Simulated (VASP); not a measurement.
ZnAu, 2 atoms in the cell. It takes space group Pm-3m (No. 221, cubic). Conventional cell: a = 3.229 Å, b = 3.229 Å, c = 3.229 Å, α = 90.00°, β = 90.00°, γ = 90.00°. Zn (site symmetry m-3m) has 8 Au at 2.80 Å and 6 Zn at 3.23 Å within 3.7 Å. Au (site symmetry m-3m) has 8 Zn at 2.80 Å and 6 Au at 3.23 Å within 3.7 Å. 

```yaml
Program: VASP 6.6.1
Task: single point
Functional: PBEsol
Potentials_or_basis: VASP PAW PBE potentials, release 64 (Zn, Au)
Cutoff: 520 eV
k_mesh: 14 × 14 × 14
Occupations: gaussian, width 0.1 eV
Spin: no spin polarisation
Dipole_correction: no
Further_INCAR_settings: ALGO = Normal; EDIFF = 1e-07; NBANDS = 18
```

Potentials or basis: VASP PAW PBE potentials, release 64 (Zn, Au).

Run with:

```bash
$ cat potpaw_PBE.64/Zn/POTCAR potpaw_PBE.64/Au/POTCAR > POTCAR
$ mpirun -np 1 vasp_std > vasp.out
```

Hardware: 1 thread of Intel(R) Xeon(R) Platinum 8488C (Sapphire Rapids) (shared host).

Q: Estimate the wall time of this run.

A: It took 20 s on 1 thread of Intel(R) Xeon(R) Platinum 8488C (Sapphire Rapids), on a shared host, peak memory 0.2 GiB. Counts: scf iterations 13, k points 120.
